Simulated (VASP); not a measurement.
Runs of VASP 6.6.1 on Rh. The structure is that of space group P6_3/mmc (No. 194), or close to it. The cells are those of the table. 

```csv
fixed moment (μB),cell,pressure (GPa),moment (μB)
1.0,"a = 2.499, b = 2.499, c = 4.024 Å, angles 90.0, 90.0, 120.0°, 2 atoms",107.3,1.00
1.25,"a = 2.723, b = 2.723, c = 4.384 Å, angles 90.0, 90.0, 120.0°, 2 atoms",(a),1.25
1.25,"a = 2.499, b = 2.499, c = 4.024 Å, angles 90.0, 90.0, 120.0°, 2 atoms",108.8,1.25
0.75,"a = 2.499, b = 2.499, c = 4.024 Å, angles 90.0, 90.0, 120.0°, 2 atoms",(b),0.75
1.5,"a = 2.499, b = 2.499, c = 4.024 Å, angles 90.0, 90.0, 120.0°, 2 atoms",110.7,1.50
0.5,"a = 2.723, b = 2.723, c = 4.384 Å, angles 90.0, 90.0, 120.0°, 2 atoms",-14.6,0.50
1.75,"a = 2.499, b = 2.499, c = 4.024 Å, angles 90.0, 90.0, 120.0°, 2 atoms",113.0,1.75
```

Alike in all rows: task single point; level LDA; potentials or basis VASP PAW LDA potentials, release 64 (Rh_pv); spin collinear, ferromagnetic start; k mesh 21 × 21 × 12; cutoff (eV) 520; smearing gaussian 0.15 eV.

Task: Fill in the values left out.

Result: (a) -12.7; (b) 106.1.

Caveats: the total moment is fixed, so each spin has its own Fermi level.
